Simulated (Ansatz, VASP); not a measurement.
Two plane-wave programs on Ge2Bi2S

```
CELL_PARAMETERS angstrom
3.94206 0.00000 0.00000
-1.97103 3.41392 0.00000
0.00000 0.00000 9.37561
ATOMIC_POSITIONS crystal
Ge 0.33333 0.66667 0.57092
Ge 0.66667 0.33333 0.42908
Bi 0.33333 0.66667 0.20707
Bi 0.66667 0.33333 0.79293
S 0.00000 0.00000 0.00000
```

Alike in both runs: functional PBE; k mesh 12 × 12 × 4; occupations gaussian, width 0.1 eV; no spin polarisation.

Ansatz relaxed the structure, and its values are those at the end. VASP's run is a single point on that final structure, the one shown.

|  | VASP | Ansatz |
| --- | --- | --- |
| version | VASP 6.6.1 | Ansatz 0.2.0 |
| potentials or method | VASP PAW PBE potentials, release 64 (Ge_d, Bi_d, S), cutoff 520 eV | scalar-relativistic, plane waves, PAW |
| valence electrons in the cell | 64 | 64 |

|  | VASP | Ansatz | Ansatz less VASP |
| --- | --- | --- | --- |
| gap on the k mesh at the Fermi level (eV) | none | none | - |
| pressure (GPa) | 0.0 | 0.0 | +0.01 |

A gap of «none» marks a metal or a gap that the smearing closes. With one functional, cell and mesh, what is left measures potentials, basis and numerics.

Neither program's run includes spin-orbit coupling.
